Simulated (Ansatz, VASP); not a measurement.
**Ag in VASP and in Ansatz**

```
Ag
1.0
     3.02746    0.00000    0.00000
    -1.51373    2.62186    0.00000
     0.00000    0.00000    4.89606
Ag
2
Direct
  0.33333 0.66667 0.25000
  0.66667 0.33333 0.75000
```

Alike in both runs: task single point; functional r2SCAN; k mesh 14 × 14 × 8; occupations fermi-dirac, width 0.1 eV; no spin polarisation.

|  | VASP | Ansatz |
| --- | --- | --- |
| version | VASP 6.6.1 | Ansatz 0.2.0 |
| potentials or method | VASP PAW PBE potentials, release 64 (Ag), cutoff 520 eV | plane waves (500 eV) with PAW, scalar-relativistic |
| valence electrons in the cell | 22 | 38 |

```csv
,VASP,Ansatz,Ansatz less VASP
pressure (GPa),-8.4,-8.4,-0.01
"traceless stress, the component that is largest in VASP (GPa)",0.27,0.26,-0.007
```

VASP's potentials were made for PBE, not for r2SCAN. VASP's potentials hold 22 valence electrons a cell and Ansatz's 38, so a difference there can come from the potentials and not from the codes.
